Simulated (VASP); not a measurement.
Write the native input for VASP 6.6.1 that does the following.

```yaml
Task: relaxation of cell and atoms
Functional: r2SCAN
Potentials_or_basis: VASP PAW PBE potentials, release 64 (B, N)
Cutoff: 600 eV
k_mesh: 12 × 12 × 4
Occupations: gaussian, width 0.02 eV
Spin: no spin polarisation
Dipole_correction: no
Further_INCAR_settings: ALGO = Normal; EDIFF = 1e-06; IBRION = 2; EDIFFG = -0.002; NSW = 100; ISIF = 3
```

Crystal: BN.

```
B N
1.0
     2.49824    0.00000    0.00000
    -1.24912    2.16354    0.00000
     0.00000    0.00000    6.63570
B N
2 2
Direct
  0.33333 0.66667 0.25000
  0.66667 0.33333 0.75000
  0.33333 0.66667 0.75000
  0.66667 0.33333 0.25000
```

These files were run (other wordings do the same):

POSCAR

```
BN
1.0
    2.4982400000      0.0000000000      0.0000000000
   -1.2491200000      2.1635393048      0.0000000000
    0.0000000000      0.0000000000      6.6357000000
B N
2 2
Direct
    0.3333333333      0.6666666667      0.2500000000
    0.6666666667      0.3333333333      0.7500000000
    0.3333333333      0.6666666667      0.7500000000
    0.6666666667      0.3333333333      0.2500000000
```

INCAR.step1

```
SYSTEM = BN
ALGO = Normal ; EDIFF = 1E-4
ENCUT = 600 ; GGA = PE
ISMEAR = 0 ; LASPH = .TRUE.
LCHARG = .FALSE. ; LREAL = .FALSE.
LWAVE = .TRUE. ; NELM = 100
PREC = Accurate ; SIGMA = 0.02
```

INCAR.step2

```
SYSTEM = BN
ALGO = Normal ; EDIFF = 1E-6
EDIFFG = -0.002 ; ENCUT = 600
IBRION = 2 ; ISIF = 3
ISMEAR = 0 ; ISTART = 1
LASPH = .TRUE. ; LCHARG = .FALSE.
LMIXTAU = .TRUE. ; LREAL = .FALSE.
LWAVE = .FALSE. ; METAGGA = R2SCAN
NELM = 100 ; NSW = 100
PREC = Accurate ; SIGMA = 0.02
```

KPOINTS

```
k-points
0
G
  12 12 4
  0 0 0
```

Potentials or basis: VASP PAW PBE potentials, release 64 (B, N).

The run is started by

```sh
$ cat potpaw_PBE.64/B/POTCAR potpaw_PBE.64/N/POTCAR > POTCAR
$ cp INCAR.step1 INCAR
$ mpirun -np 1 vasp_std > vasp.out
$ cp INCAR.step2 INCAR
$ mpirun -np 1 vasp_std > vasp.out
```

Results of the run:

```yaml
Relaxed_volume: 9.28 Å³/atom
Relaxed_cell: a = 2.503 Å, b = 2.503 Å, c = 6.841 Å, α = 90.00°, β = 90.00°, γ = 120.00°
Space_group_after_relaxing_to_0.1_Å: P6_3/mmc (No. 194)
Energy_gained_by_relaxing: 0.9 meV/atom
Ionic_steps: 11
Pressure_after_relaxing: 0.0 GPa
Band_gap_on_the_k_mesh: 4.92 eV (least direct gap 5.37 eV)
```

Caveat: the PAW data sets were made with another functional, which shifts forces and pressure a little.

Run time: 6.1 min on 1 thread of Intel(R) Xeon(R) 6975P-C (Granite Rapids), on a shared host, peak memory 0.17 GiB.
